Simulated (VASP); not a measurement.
A run of VASP 6.6.1:

Contents of INCAR:

```
  PREC = Accurate
  ENCUT = 500
  EDIFF = 1E-6
  ISMEAR = 0
  SIGMA = 0.15
  LREAL = F
  LASPH = T
  NELM = 120
  ALGO = Normal
  ISIF = 2
  LWAVE = F
  LCHARG = F
  GGA = CA
  NBANDS = 22
  GGA_COMPAT = F
```

KPOINTS

```
Automatic mesh
0
Gamma
  15 15 15
```

Contents of POSCAR:

```
Sb
1.0
    2.1506003320      1.2416496806      3.7440000000
   -2.1506003320      1.2416496806      3.7440000000
    0.0000000000     -2.4832993611      3.7440000000
Sb
2
Direct
    0.2336400000      0.2336400000      0.2336400000
    0.7663600000      0.7663600000      0.7663600000
```

Potentials or basis: VASP PAW LDA potentials, release 64 (Sb_d_GW).

Launch:

```bash
$ cat potpaw_LDA.64/Sb_d_GW/POTCAR > POTCAR
$ mpirun -np 1 vasp_std > vasp.out
```

Hardware: 1 thread of Intel(R) Xeon(R) 6975P-C (Granite Rapids), with other jobs on the host.

Q: How long does it take, and how much memory?

A: Run time: 3.2 min on 1 thread of Intel(R) Xeon(R) 6975P-C (Granite Rapids), on a shared host, peak memory 0.5 GiB. Counts: scf iterations 11, k points 344.
